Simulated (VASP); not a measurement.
# O (P6_3/mmc) in VASP: further runs

O is run at these levels: LDA; tasks: single point.

Program: VASP 6.6.1. These are calculated values, not measurements. Logs are shortened: lines on timing, memory, paths and dates and some standing lists are left out, and cuts for length are marked.

## (1) The cell of the first run

It takes space group P6_3/mmc (No. 194, hexagonal). The conventional cell has a = 2.183 Å, b = 2.183 Å, c = 2.443 Å, α = 90.00°, β = 90.00°, γ = 120.00°. Within 2.3 Å of O (site symmetry -6m2) lie 12 O at 1.76 to 2.18 Å.

## (2) Single point, LDA

Contents of INCAR:

```
PREC = Accurate
ENCUT = 520
EDIFF = 1E-7
ISMEAR = -1
SIGMA = 0.1
LREAL = F
LASPH = T
NELM = 100
ALGO = Normal
ISIF = 2
LWAVE = F
LCHARG = F
GGA = CA
NBANDS = 13
```

Contents of KPOINTS:

```
regular mesh
0
Gamma
  19 19 11
```

Contents of POSCAR:

```
O
1.0
    2.1825469823      0.0000000000      0.0000000000
   -1.0912734912      1.8901411317      0.0000000000
    0.0000000000      0.0000000000      2.4433094643
O
2
Direct
    0.3333333333      0.6666666667      0.2500000000
    0.6666666667      0.3333333333      0.7500000000
```

Potentials or basis: VASP PAW LDA potentials, release 64 (O).

Started as:

```
> cat potpaw_LDA.64/O/POTCAR > POTCAR
> mpirun -np 1 vasp_std > vasp.out
```

OUTCAR:

```text
PREC = Accurate
   ENCUT = 520
   EDIFF = 1E-7
   ISMEAR = -1
   LREAL = F
   LASPH = T
   NELM = 100
   ISIF = 2
   GGA = CA

 ion  position               nearest neighbor table
   1  0.333  0.667  0.250-   2 1.76   2 1.76   2 1.76   2 1.76   2 1.76   2 1.76
   2  0.667  0.333  0.750-   1 1.76   1 1.76   1 1.76   1 1.76   1 1.76   1 1.76

  LATTYP: Found a hexagonal cell.
 ALAT       =     2.1825469823
 C/A-ratio  =     1.1194762285

  Lattice vectors:

 A1 = (   2.1825469823,   0.0000000000,   0.0000000000)
 A2 = (  -1.0912734912,   1.8901411317,   0.0000000000)
 A3 = (   0.0000000000,   0.0000000000,   2.4433094643)

Analysis of symmetry for initial positions (statically):
=====================================================================
 Subroutine PRICEL returns:
 Original cell was already a primitive cell.

 Routine SETGRP: Setting up the symmetry group for a
 hexagonal supercell.

 Subroutine GETGRP returns: Found 24 space group operations
 (whereof 12 operations were pure point group operations)
 out of a pool of 24 trial point group operations.

The static configuration has the point symmetry D_3d.
 The point group associated with its full space group is D_6h.

Analysis of symmetry for dynamics (positions and initial velocities):
=====================================================================
 Subroutine PRICEL returns:
 Original cell was already a primitive cell.

 Routine SETGRP: Setting up the symmetry group for a
 hexagonal supercell.

 Subroutine GETGRP returns: Found 24 space group operations
 (whereof 12 operations were pure point group operations)
 out of a pool of 24 trial point group operations.

The dynamic configuration has the point symmetry D_3d.
 The point group associated with its full space group is D_6h.

 Subroutine INISYM returns: Found 24 space group operations
 (whereof 12 operations are pure point group operations),
 and found     1 'primitive' translations

----------------------------------------------------------------------------------------

                                     Primitive cell

  volume of cell :      10.0794

  direct lattice vectors                    reciprocal lattice vectors
     2.182546982  0.000000000  0.000000000     0.458180286  0.264530511  0.000000000
    -1.091273491  1.890141132  0.000000000     0.000000000  0.529061023  0.000000000
     0.000000000  0.000000000  2.443309464     0.000000000  0.000000000  0.409280942

  length of vectors
     2.182546982  2.182546982  2.443309464     0.529061023  0.529061023  0.409280942

  position of ions in fractional coordinates (direct lattice)
     0.333333333  0.666666667  0.250000000
     0.666666667  0.333333333  0.750000000

  ion indices of the primitive-cell ions
   primitive index   ion index
                 1           1
                 2           2

----------------------------------------------------------------------------------------

 KPOINTS: regular mesh

Automatic generation of k-mesh.
 Grid dimensions read from file:
 generate k-points for:   19   19   11

 Generating k-lattice:

  Cartesian coordinates                     Fractional coordinates (reciprocal lattice)
     0.024114752  0.013922658  0.000000000     0.052631579 -0.000000000  0.000000000
     0.000000000  0.027845317  0.000000000     0.000000000  0.052631579  0.000000000
     0.000000000  0.000000000  0.037207358     0.000000000  0.000000000  0.090909091

  Length of vectors
     0.027845317  0.027845317  0.037207358

  Shift w.r.t. Gamma in fractional coordinates (k-lattice)
     0.000000000  0.000000000  0.000000000

 Subroutine IBZKPT returns following result:
 ===========================================

 Found    240 irreducible k-points:

 Following reciprocal coordinates:
            Coordinates               Weight
  0.000000  0.000000  0.000000      1.000000
  0.052632  0.000000  0.000000      6.000000
  0.105263  0.000000  0.000000      6.000000
  0.157895  0.000000  0.000000      6.000000
  0.210526  0.000000  0.000000      6.000000
  0.263158  0.000000  0.000000      6.000000
[... 16 lines left out ...]
  0.263158  0.105263  0.000000     12.000000
  0.315789  0.105263  0.000000     12.000000
 [... further k-points ...]
   k-points           NKPTS =    240   k-points in BZ     NKDIM =    240   number of bands    NBANDS=     13
   number of dos      NEDOS =    301   number of ions     NIONS =      2
   total plane-waves  NPLWV =   4608
   dimension x,y,z NGX =    16 NGY =   16 NGZ =   18
   dimension x,y,z NGXF=    32 NGYF=   32 NGZF=   36
   ions per type =               2
   NGX,Y,Z   is equivalent  to a cutoff of  12.19, 12.19, 12.25 a.u.
   NGXF,Y,Z  is equivalent  to a cutoff of  24.37, 24.37, 24.49 a.u.
 SYSTEM =  unknown system
   PREC   = accura    normal or accurate (medium, high low for compatibility)
   ISTART =      0    job   : 0-new  1-cont  2-samecut
   ICHARG =      2    charge: 1-file 2-atom 10-const
   ISPIN  =      1    spin polarized calculation?
   LNONCOLLINEAR =      F non collinear calculations
   LSORBIT =      F    spin-orbit coupling
   LASPH  =      T    aspherical Exc in radial PAW
   ENCUT  =  520.0 eV  38.22 Ry    6.18 a.u.   4.06  4.06  4.54*2*pi/ulx,y,z
   NELM   =    100;   NELMIN=  2; NELMDL= -5     # of ELM steps
   EDIFF  = 0.1E-06   stopping-criterion for ELM
   LREAL  =      F    real-space projection
   EDIFFG = 0.1E-05   stopping-criterion for IOM
   NSW    =      0    number of steps for IOM
   IBRION =     -1    ionic relax: 0-MD 1-quasi-New 2-CG
   NFREE  =      0    steps in history (QN), initial steepest desc. (CG)
   ISIF   =      2    stress and relaxation
   ISYM   =      2    0-nonsym 1-usesym 2-fastsym
   POTIM  = 0.5000    time-step for ionic-motion
   TEBEG  =    0.0;   TEEND  =   0.0 temperature during run
   PSTRESS=    0.0 pullay stress
   NELECT =      12.0000    total number of electrons
   NUPDOWN=      -1.0000    fix difference up-down
   EMIN   =  10.00;   EMAX   =-10.00  energy-range for DOS
   EFERMI =   0.00;   METHOD = LEGACY
   ISMEAR =    -1;   SIGMA  =   0.10  broadening in eV -4-tet -1-fermi 0-gaus
   EFERMI_NEDOS =   21; number of points for ismear=-14 and -15
   IALGO  =     38    algorithm
   IMIX   =      4    mixing-type and parameters
     AMIX     =   0.40;   BMIX     =  1.00
     AMIX_MAG =   1.60;   BMIX_MAG =  1.00
  volume/ion in A,a.u.               =       5.04        34.01
  Fermi-wavevector in a.u.,A,eV,Ry     =   1.735095  3.278853 40.961061  3.010553
  Thomas-Fermi vector in A             =   2.808765
   LORBIT       =      0    0 simple, 1 ext, 2 COOP (PROOUT), +10 PAW based schemes
   GGA     = CA    functional components
   LHFCALC =     F    Hartree Fock is set to
   AEXX    =    0.0000 exact exchange contribution
   IVDW    =     0    specifies the selected vdW correction
   LEPSILON=     F    determine dielectric tensor
   LRPA    =     F    only Hartree local field effects (RPA)
 non-spin polarized calculation
  energy-cutoff  :      520.00
  volume of cell :       10.08
 maximum number of plane-waves:       285
   NGX =  9   NGY =  9   NGZ =  9

 number of electron      11.9999990 magnetization

 Free energy of the ion-electron system (eV)
  ---------------------------------------------------
  ext. energy  EPLUGINS =         0.00000000
  ---------------------------------------------------
  free energy    TOTEN  =        -5.65622906 eV

  energy without entropy =       -5.63068318  energy(sigma->0) =       -5.64345612

 E-fermi :   9.5992     XC(G=0): -15.2219

 val. band max:        9.5914331064   @ k =   0.2105   0.1579   0.2727
 cond. band min:       9.6076749773   @ k =   0.1579   0.0000   0.3636
 fundamental gap:      0.0162418709
 Fermi energy:         9.5992322870

 k-point     1 :       0.0000    0.0000    0.0000
  band No.  band energies     occupation
      1     -18.9484      2.00000
      2      -2.6108      2.00000
      3      -0.3328      2.00000
      4       6.3448      2.00000
      5       6.3448      2.00000
      6      10.9185      0.00000
      7      10.9185      0.00000
      8      13.9572      0.00000
      9      27.0105      0.00000
     10      31.5181      0.00000
     11      40.3786      0.00000
     12      40.3786      0.00000
     13      47.7955      0.00000

 k-point     2 :       0.0526    0.0000    0.0000
  band No.  band energies     occupation
      1     -18.8611      2.00000
      2      -2.6502      2.00000
      3      -0.2575      2.00000
      4       6.1187      2.00000
      5       6.2132      2.00000
      6      10.8437      0.00001
      7      11.0010      0.00000
      8      13.8496      0.00000
      9      27.2327      0.00000
     10      31.4351      0.00000
     11      40.2590      0.00000
     12      40.5688      0.00000
     13      47.2933      0.00000

 k-point     3 :       0.1053    0.0000    0.0000
  band No.  band energies     occupation
      1     -18.5987      2.00000
      2      -2.7888      2.00000
      3      -0.0329      2.00000
      4       5.5187      2.00000
      5       5.8630      2.00000
      6      10.6233      0.00007
      7      11.2098      0.00000
      8      13.5374      0.00000
      9      27.8307      0.00000
     10      31.1825      0.00000
     11      40.0944      0.00000
     12      41.1512      0.00000
     13      45.8535      0.00000
[... 305 lines left out ...]
 k-point    23 :       0.2632    0.1053    0.0000
  band No.  band energies     occupation
      1     -15.6619      2.00000
      2      -5.7764      2.00000
      3       2.1701      2.00000
      4       2.3748      2.00000
      5       4.3689      2.00000
      6       9.2333      1.94978
      7      10.4766      0.00031
      8      11.7264      0.00000
      9      27.8097      0.00000
     10      33.4089      0.00000
     11      37.6865      0.00000
     12      40.7512      0.00000
     13      46.6996      0.00000

 k-point    24 :       0.3158    0.1053    0.0000
  band No.  band energies     occupation
      1     -14.6604      2.00000
      2      -7.0180      2.00000
      3       1.6243      2.00000
      4       3.1351      2.00000
      5       4.5498      2.00000
      6       8.7597      1.99955
      7       9.5909      1.04155
      8      11.7894      0.00000
      9      27.0828      0.00000
     10      34.9650      0.00000
     11      36.5587      0.00000
     12      40.6704      0.00000
     13      46.7103      0.00000

 [... further k-points ...]

------------------------ aborting loop because EDIFF is reached ----------------------------------------

  FORCE on cell =-STRESS in cart. coord.  units (eV):
  Direction    XX          YY          ZZ          XY          YZ          ZX
  --------------------------------------------------------------------------------------
  -------------------------------------------------------------------------------------
  Total       10.4147790     10.4147790     10.4658140     -0.0000000     -0.0000000      0.0000000
  in kB     1655.4814980   1655.4814981   1663.5937601     -0.0000000     -0.0000000      0.0000000
  external PRESSURE =    1658.1855854 kB  Pullay stress =       0.0000000 kB

 VOLUME and BASIS-vectors are now :
 -----------------------------------------------------------------------------
  energy-cutoff  :      520.00
  volume of cell :       10.08
      direct lattice vectors                 reciprocal lattice vectors
     2.182546982  0.000000000  0.000000000     0.458180286  0.264530511  0.000000000
    -1.091273491  1.890141132  0.000000000     0.000000000  0.529061023  0.000000000
     0.000000000  0.000000000  2.443309464     0.000000000  0.000000000  0.409280942

 POSITION                                       TOTAL-FORCE (eV/Angst)
 -----------------------------------------------------------------------------------
     -0.00000      1.26009      0.61083         0.000000     -0.000000      0.000000
      1.09127      0.63005      1.83248        -0.000000      0.000000      0.000000
 -----------------------------------------------------------------------------------
    total drift:                               -0.000000      0.000000     -0.000000

  FREE ENERGIE OF THE ION-ELECTRON SYSTEM (eV)
  ---------------------------------------------------
  free  energy   TOTEN  =        -5.6562290594 eV

  energy  without entropy=       -5.6306831817  energy(sigma->0) =       -5.64345612
```

Run time: 6.1 s. Hardware: 1 thread of Intel Xeon 6975P-C (Granite Rapids), shared host; peak memory 0.13 GiB.

Results:

```
Free energy            : -5.6562 eV
Pressure               : 165.8 GPa
Band gap on the k mesh : zero (bands 6 and 7 overlap by 3.08 eV)
```

Caveat: the cell stands under pressure.

## (3) Single point, LDA (5.04 Å³/atom)

Contents of INCAR:

```
SYSTEM = O
PREC = Accurate ; ENCUT = 520
EDIFF = 1E-7 ; ISMEAR = -1
SIGMA = 0.1 ; LREAL = .FALSE.
LASPH = .TRUE. ; NELM = 60
ALGO = Normal ; ISIF = 2
LWAVE = .FALSE. ; LCHARG = .FALSE.
GGA = CA ; NBANDS = 13
```

Contents of KPOINTS:

```
regular mesh
0
G
  19 19 11
  0 0 0
```

POSCAR is that of step 2.

Potentials or basis: VASP PAW LDA potentials, release 64 (O).

Started as:

```
> cat potpaw_LDA.64/O/POTCAR > POTCAR
> mpirun -np 1 vasp_std > vasp.out
```

It took 6.1 s on 1 thread of Intel Xeon 6975P-C (Granite Rapids), shared host; peak memory 0.12 GiB.

It converged, with:

```yaml
Free_energy: -5.6562 eV
Pressure: 165.8 GPa
Band_gap_on_the_k_mesh: zero (bands 6 and 7 overlap by 3.08 eV)
```

Stress tensor (GPa, compression positive):
```
165.55   0.00   0.00
  0.00 165.55   0.00
  0.00   0.00 166.36
```

Levels at points of the mesh, in eV from the Fermi level:
```
           k point  band 4  band 5  band 6  band 7  band 8  band 9
(0.00, 0.00, 0.00)   -3.25   -3.25    1.32    1.32    4.36   17.41
```

Caveat: the cell stands under pressure.
